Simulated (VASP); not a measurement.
Wanted: the native input for a VASP 6.6.1 run.

* Task: single point
* Functional: PBE
* Potentials or basis: VASP PAW PBE potentials, release 64 (Rh_pv)
* Cutoff: 520 eV
* k mesh: 18 × 18 × 10
* Occupations: gaussian, width 0.15 eV
* Spin: no spin polarisation
* Dipole correction: no
* Further INCAR settings: ALGO = Normal; EDIFF = 1e-06; NBANDS = 22

The structure of Rh lies in POSCAR:

```
Rh
1.0
    2.7248648783      0.0000000000      0.0000000000
   -1.3624324392      2.3598022065      0.0000000000
    0.0000000000      0.0000000000      4.0343000000
Rh
2
Direct
    0.6666666667      0.3333333333      0.7500000000
    0.3333333333      0.6666666667      0.2500000000
```

This isn't the form of Rh at room conditions, which is fcc.

These files were run (other wordings do the same):

INCAR

```
SYSTEM = Rh
ALGO     = Normal         ! electronic algorithm
EDIFF    = 1E-6           ! SCF threshold, eV
ENCUT    = 520            ! plane-wave cutoff, eV
GGA      = PE             ! functional
ISIF     = 2              ! what is computed and relaxed
ISMEAR   = 0              ! smearing method
LASPH    = .True.         ! aspherical terms in the spheres
LCHARG   = .False.        ! write CHGCAR
LREAL    = .False.        ! projectors in reciprocal space
LWAVE    = .False.        ! write WAVECAR
NBANDS   = 22             ! bands
NELM     = 60             ! most SCF steps
PREC     = Accurate       ! precision mode
SIGMA    = 0.15           ! smearing width, eV
```

KPOINTS

```
k-points
0
Gamma
  18 18 10
  0 0 0
```

Potentials or basis: VASP PAW PBE potentials, release 64 (Rh_pv).

Launch:

```console
$ cat potpaw_PBE.64/Rh_pv/POTCAR > POTCAR
$ mpirun -np 1 vasp_std > vasp.out
```

It gave:

The pressure is 29.6 GPa. The band gap on the k mesh is zero (bands 15 and 16 overlap by 2.26 eV).

Caveat: the cell stands under pressure.

It took 33 s on 1 thread of Intel(R) Xeon(R) 6975P-C (Granite Rapids), with other jobs on the host, peak memory 0.21 GiB.
